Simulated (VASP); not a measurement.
# VN (Fm-3m) in VASP: a series of runs

The runs below take VN through relaxation of the atoms, with PBE.

Program: VASP 6.6.1. These are calculated values, not measurements. Logs are shortened: lines on timing, memory, paths and dates and some standing lists are left out, and cuts for length are marked.

**1. The cell of the first run**

It takes space group Fm-3m (No. 225, cubic). Conventional cell: a = 4.182 Å, b = 4.182 Å, c = 4.182 Å, α = 90.00°, β = 90.00°, γ = 90.00°. V (site symmetry m-3m) has 6 N at 2.09 Å within 2.8 Å. Within 2.8 Å of N (site symmetry m-3m) lie 6 V at 2.09 Å.

**2. Relaxation of the atoms, PBE, collinear spin, ferromagnetic start (9.14 Å³/atom)**

INCAR

```
PREC = Accurate
ENCUT = 520
EDIFF = 1E-7
ISMEAR = -1
SIGMA = 0.05
LREAL = False
LASPH = True
NELM = 200
ALGO = Normal
ISIF = 2
LWAVE = False
LCHARG = False
ISPIN = 2
MAGMOM = 2 0
LORBIT = 11
LMAXMIX = 4
GGA = PE
IBRION = 2
NSW = 80
EDIFFG = -0.02
GGA_COMPAT = False
NELMIN = 4
KPAR = 4
```

KPOINTS

```
regular mesh
0
Gamma
  19 19 19
```

POSCAR

```
VN
1.0
    0.0000000000      2.0911610095      2.0911610095
    2.0911610095      0.0000000000      2.0911610095
    2.0911610095      2.0911610095      0.0000000000
V N
1 1
Direct
    0.0000000000      0.0000000000      0.0000000000
    0.5000000000      0.5000000000      0.5000000000
```

Potentials or basis: VASP PAW PBE potentials, release 64 (V_sv, N).

Command:

```bash
> cat potpaw_PBE.64/V_sv/POTCAR potpaw_PBE.64/N/POTCAR > POTCAR
> mpirun -np 4 vasp_std > vasp.out
```

OUTCAR:

```text
PREC = Accurate
   ENCUT = 520
   EDIFF = 1E-7
   ISMEAR = -1
   LREAL = False
   LASPH = True
   NELM = 200
   ISIF = 2
   ISPIN = 2
   LORBIT = 11
   GGA = PE
   IBRION = 2
   NSW = 80
   EDIFFG = -0.02
   NELMIN = 4

 ion  position               nearest neighbor table
   1  0.000  0.000  0.000-   2 2.09   2 2.09   2 2.09   2 2.09   2 2.09   2 2.09
   2  0.500  0.500  0.500-   1 2.09   1 2.09   1 2.09   1 2.09   1 2.09   1 2.09

  LATTYP: Found a face centered cubic cell.
 ALAT       =     4.1823220190

  Lattice vectors:

 A1 = (   0.0000000000,   2.0911610095,   2.0911610095)
 A2 = (   2.0911610095,   0.0000000000,   2.0911610095)
 A3 = (   2.0911610095,   2.0911610095,   0.0000000000)

Analysis of symmetry for initial positions (statically):
=====================================================================
 Subroutine PRICEL returns:
 Original cell was already a primitive cell.

 Routine SETGRP: Setting up the symmetry group for a
 face centered cubic supercell.

 Subroutine GETGRP returns: Found 48 space group operations
 (whereof 48 operations were pure point group operations)
 out of a pool of 48 trial point group operations.

The static configuration has the point symmetry O_h .

Analysis of symmetry for dynamics (positions and initial velocities):
=====================================================================
 Subroutine PRICEL returns:
 Original cell was already a primitive cell.

 Routine SETGRP: Setting up the symmetry group for a
 face centered cubic supercell.

 Subroutine GETGRP returns: Found 48 space group operations
 (whereof 48 operations were pure point group operations)
 out of a pool of 48 trial point group operations.

The dynamic configuration has the point symmetry O_h .

Analysis of structural, dynamic, and magnetic symmetry:
=====================================================================
 Subroutine PRICEL returns:
 Original cell was already a primitive cell.

 Routine SETGRP: Setting up the symmetry group for a
 face centered cubic supercell.

 Subroutine GETGRP returns: Found 48 space group operations
 (whereof 48 operations were pure point group operations)
 out of a pool of 48 trial point group operations.

The overall configuration has the point symmetry O_h .

 Subroutine INISYM returns: Found 48 space group operations
 (whereof 48 operations are pure point group operations),
 and found     1 'primitive' translations

----------------------------------------------------------------------------------------

                                     Primitive cell

[... 142 lines left out ...]
 cond. band min:      11.2997444971   @ k =   0.3158   0.0526   0.0000
 fundamental gap:      0.0047833882
 Fermi energy:        11.2988218763

 spin component 1

 k-point     1 :       0.0000    0.0000    0.0000
  band No.  band energies     occupation
      1     -54.1284      1.00000
      2     -27.7836      1.00000
      3     -27.7836      1.00000
      4     -27.7836      1.00000
      5      -6.3186      1.00000
      6       9.1703      1.00000
      7       9.1703      1.00000
      8       9.1703      1.00000
      9       9.8710      1.00000
     10       9.8710      1.00000
     11       9.8710      1.00000
     12      10.8646      0.99983
     13      10.8646      0.99983
     14      16.7912      0.00000
[... 379 lines left out ...]
      3     -27.8210      1.00000
      4     -27.8029      1.00000
      5      -4.9818      1.00000
      6       4.8785      1.00000
      7       6.2836      1.00000
      8       6.5177      1.00000
      9      10.8605      0.99984
     10      11.1022      0.98079
     11      11.6231      0.00152
     12      13.9299      0.00000
     13      14.7826      0.00000
     14      18.8412      0.00000

 [... further k-points ...]

 spin component 2

 k-point     1 :       0.0000    0.0000    0.0000
  band No.  band energies     occupation
      1     -54.1280      1.00000
      2     -27.7832      1.00000
      3     -27.7832      1.00000
      4     -27.7832      1.00000
      5      -6.3187      1.00000
      6       9.1702      1.00000
      7       9.1702      1.00000
      8       9.1702      1.00000
      9       9.8714      1.00000
     10       9.8714      1.00000
     11       9.8714      1.00000
     12      10.8649      0.99983
     13      10.8649      0.99983
     14      16.7913      0.00000
[... 379 lines left out ...]
      3     -27.8207      1.00000
      4     -27.8025      1.00000
      5      -4.9818      1.00000
      6       4.8786      1.00000
      7       6.2836      1.00000
      8       6.5177      1.00000
      9      10.8609      0.99984
     10      11.1025      0.98067
     11      11.6234      0.00151
     12      13.9301      0.00000
     13      14.7827      0.00000
     14      18.8413      0.00000

 [... further k-points ...]

------------------------ aborting loop because EDIFF is reached ----------------------------------------

  FORCE on cell =-STRESS in cart. coord.  units (eV):
  Direction    XX          YY          ZZ          XY          YZ          ZX
  --------------------------------------------------------------------------------------
  -------------------------------------------------------------------------------------
  Total       -1.4566891     -1.4566891     -1.4566891      0.0000000      0.0000000      0.0000000
  in kB     -127.6100995   -127.6100995   -127.6100995      0.0000000      0.0000000      0.0000000
  external PRESSURE =    -127.6100995 kB  Pullay stress =       0.0000000 kB

 VOLUME and BASIS-vectors are now :
 -----------------------------------------------------------------------------
  energy-cutoff  :      520.00
  volume of cell :       18.29
      direct lattice vectors                 reciprocal lattice vectors
     0.000000000  2.091161009  2.091161009    -0.239101627  0.239101627  0.239101627
     2.091161009  0.000000000  2.091161009     0.239101627 -0.239101627  0.239101627
     2.091161009  2.091161009  0.000000000     0.239101627  0.239101627 -0.239101627

 POSITION                                       TOTAL-FORCE (eV/Angst)
 -----------------------------------------------------------------------------------
      0.00000      0.00000      0.00000        -0.000000      0.000000     -0.000000
      2.09116      2.09116      2.09116         0.000000      0.000000      0.000000
 -----------------------------------------------------------------------------------
    total drift:                                0.000000     -0.000000     -0.000000

  FREE ENERGIE OF THE ION-ELECTRON SYSTEM (eV)
  ---------------------------------------------------
  free  energy   TOTEN  =       -19.2753030713 eV

  energy  without entropy=      -19.2595113568  energy(sigma->0) =      -19.26740721

 reached required accuracy - stopping structural energy minimisation

 total charge

# of ion       s       p       d       tot
------------------------------------------
    1        2.227   6.253   3.092  11.571
    2        1.243   2.484   0.000   3.727
--------------------------------------------------
tot          3.470   8.736   3.092  15.298

 magnetization (x)

# of ion       s       p       d       tot
------------------------------------------
    1        0.000   0.000   0.000   0.000
    2       -0.000  -0.000   0.000  -0.000
--------------------------------------------------
tot          0.000  -0.000   0.000   0.000
```

CONTCAR:

```text
VN
   1.00000000000000
     0.0000000000000000    2.0911610094999999    2.0911610094999999
     2.0911610094999999    0.0000000000000000    2.0911610094999999
     2.0911610094999999    2.0911610094999999    0.0000000000000000
  V               N
     1     1
Direct
     0.0000000000000000    0.0000000000000000    0.0000000000000000
     0.5000000000000000    0.5000000000000000    0.5000000000000000

  0.00000000E+00  0.00000000E+00  0.00000000E+00
  0.00000000E+00  0.00000000E+00  0.00000000E+00
```

It took 52 s on 4 MPI ranks of AMD EPYC 7R43 (Zen 3), shared host; peak memory 0.18 GiB.

Results:

```
Free energy                                           : -19.2753 eV
Pressure after relaxing                               : -12.8 GPa
Band gap on the k mesh                                : zero (filled and empty bands overlap)
Net moment                                            : 0.00 μB per cell
Valence electrons inside the program's atomic spheres : V 11.57; N 3.73
```

Final structure:
```
V N
1.0
     0.00000    2.09116    2.09116
     2.09116    0.00000    2.09116
     2.09116    2.09116    0.00000
V N
1 1
Direct
  0.00000 0.00000 0.00000
  0.50000 0.50000 0.50000
```

Caveat: the relaxation stopped at its first step, so nothing moved; the moments typed at the start vanished in this run. With open d or f shells a metallic result of PBE can be an artefact of self-interaction; +U or a hybrid may open a gap.

**3. Relaxation of the atoms, PBE, collinear spin, ferromagnetic start (8.97 Å³/atom)**

This run uses another cell than the first one, of 8.97 Å³/atom.

INCAR

```
SYSTEM = VN
ALGO     = Normal         ! electronic algorithm
EDIFF    = 1E-7           ! SCF threshold, eV
EDIFFG   = -0.02          ! ionic threshold
ENCUT    = 520            ! plane-wave cutoff, eV
GGA      = PE             ! functional
GGA_COMPAT= .FALSE.      
IBRION   = 2              ! ionic algorithm
ISIF     = 2              ! what is computed and relaxed
ISMEAR   = -1             ! smearing method
ISPIN    = 2              ! spin polarisation
KPAR     = 4            
LASPH    = .TRUE.         ! aspherical terms in the spheres
LCHARG   = .FALSE.        ! write CHGCAR
LMAXMIX  = 4              ! l up to which the mixer works
LORBIT   = 11             ! projections on sites
LREAL    = .FALSE.        ! projectors in reciprocal space
LWAVE    = .FALSE.        ! write WAVECAR
MAGMOM   = 2 0            ! initial moments
NELM     = 200            ! most SCF steps
NELMIN   = 4            
NSW      = 80             ! ionic steps
PREC     = Accurate       ! precision mode
SIGMA    = 0.05           ! smearing width, eV
```

KPOINTS

```
k-points
0
G
  19 19 19
  0 0 0
```

POSCAR

```
VN
1.0
    0.0000000000      2.0776692725      2.0776692725
    2.0776692725      0.0000000000      2.0776692725
    2.0776692725      2.0776692725      0.0000000000
V N
1 1
Direct
    0.0000000000      0.0000000000      0.0000000000
    0.5000000000      0.5000000000      0.5000000000
```

Potentials or basis: VASP PAW PBE potentials, release 64 (V_sv, N).

Command:

```bash
> cat potpaw_PBE.64/V_sv/POTCAR potpaw_PBE.64/N/POTCAR > POTCAR
> mpirun -np 4 vasp_std > vasp.out
```

It took 79 s on 4 MPI ranks of AMD EPYC 7R43 (Zen 3), shared host; peak memory 0.18 GiB.

The run converged. Its results:

| Property | Result |
| --- | --- |
| Free energy | -19.2974 eV |
| Pressure after relaxing | -7.5 GPa |
| Band gap on the k mesh | zero (filled and empty bands overlap) |
| Net moment | 0.00 μB per cell |
| Valence electrons inside the program's atomic spheres | V 11.61; N 3.74 |

Final structure:
```yaml
crystal:
  lattice:
    - [0.00000, 2.07767, 2.07767]
    - [2.07767, 0.00000, 2.07767]
    - [2.07767, 2.07767, 0.00000]
  atoms:
    - { symbol: V, position: [0.00000, 0.00000, 0.00000] }
    - { symbol: N, position: [0.50000, 0.50000, 0.50000] }
```

Levels at points of the mesh, in eV from the Fermi level:
Spin up:
| k point | band 7 | band 8 | band 9 | band 10 | band 11 | band 12 |
| --- | --- | --- | --- | --- | --- | --- |
| (0.00, 0.00, 0.00) | -2.17 | -2.17 | -1.47 | -1.47 | -1.47 | -0.45 |
Spin down:
| k point | band 6 | band 7 | band 8 | band 9 | band 10 | band 11 | band 12 | band 13 |
| --- | --- | --- | --- | --- | --- | --- | --- | --- |
| (0.00, 0.00, 0.00) | -2.17 | -2.17 | -2.17 | -1.47 | -1.47 | -1.47 | -0.45 | -0.45 |

Caveat: the relaxation stopped at its first step, so nothing moved; the moments typed at the start vanished in this run.
